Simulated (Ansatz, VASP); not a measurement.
## Ru: VASP beside Ansatz

```
CELL_PARAMETERS angstrom
2.72004 0.00000 0.00000
-1.36002 2.35562 0.00000
0.00000 0.00000 4.29689
ATOMIC_POSITIONS crystal
Ru 0.66667 0.33333 0.75000
Ru 0.33333 0.66667 0.25000
```

Alike in both runs: functional PBE; k mesh 18 × 18 × 10; occupations gaussian, width 0.1 eV; no spin polarisation.

Ansatz relaxed the structure, and its values are those at the end. VASP's run is a single point on that final structure, the one shown.

```csv
,VASP,Ansatz
version,VASP 6.6.1,Ansatz 0.2.0
potentials or method,"VASP PAW PBE potentials, release 64 (Ru_pv), cutoff 520 eV","scalar-relativistic, plane waves, PAW"
valence electrons in the cell,28,32
```

Ansatz gave:

| Property | Result |
| --- | --- |
| gap on the k mesh at the Fermi level (eV) | none |
| pressure (GPa) | 0.0 |

Q: Estimate VASP's values.

A: gap on the k mesh at the Fermi level (eV): none; pressure (GPa): -0.1.

A gap of «none» marks a metal or a gap that the smearing closes. With one functional, cell and mesh, what is left measures potentials, basis and numerics. VASP's potentials hold 28 valence electrons a cell and Ansatz's 32, so a difference there can come from the potentials and not from the codes.
